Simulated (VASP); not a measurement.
**Rh: single point with PBE**

The system is Rh.

```
Rh
1.0
     0.00000    1.99663    1.85401
     1.99663    0.00000    1.85401
     1.99663    1.99663    0.00000
Rh
1
Direct
  0.00000 0.00000 0.00000
```

This cell differs from its parent crystal: strain +0.050 along x and y, -0.025 along z.

```json
{
  "Program": "VASP 6.6.1",
  "Task": "single point",
  "Functional": "PBE",
  "Potentials or basis": "VASP PAW PBE potentials, release 64 (Rh_pv)",
  "Cutoff": "520 eV",
  "k mesh": "22 × 22 × 22",
  "Occupations": "methfessel-paxton, width 0.02 eV",
  "Spin": "no spin polarisation",
  "Dipole correction": "no",
  "Further INCAR settings": "ALGO = Fast; EDIFF = 1e-06; NBANDS = 14"
}
```

```
Pressure : -11.0 GPa
```

Stress tensor (GPa, compression positive):
```
-15.44   0.00   0.00
  0.00 -15.44   0.00
  0.00   0.00  -2.01
```

Levels at points of the mesh, in eV from the Fermi level:
```tsv
k point	band 4	band 5	band 6	band 7	band 8	band 9	band 10	band 11
(0.00, 0.00, 0.00)	-7.42	-2.93	-2.93	-2.26	-1.32	-0.51	16.13	20.41
(0.50, 0.00, 0.00)	-5.52	-3.17	-2.40	0.31	0.70	0.85	7.97	15.40
(0.50, 0.50, 0.00)	-5.64	-5.36	0.47	0.91	0.91	4.25	12.04	12.04
(0.50, 0.00, 0.50)	-5.64	-5.25	0.45	0.56	1.12	2.72	10.75	13.07
```

Wall time 2.6 min on 1 thread of AMD EPYC 9R45 (Zen 5), with other jobs on the host, peak memory 0.22 GiB.

Caveat: the cell differs from its parent crystal (strain +0.050 along x and y, -0.025 along z).
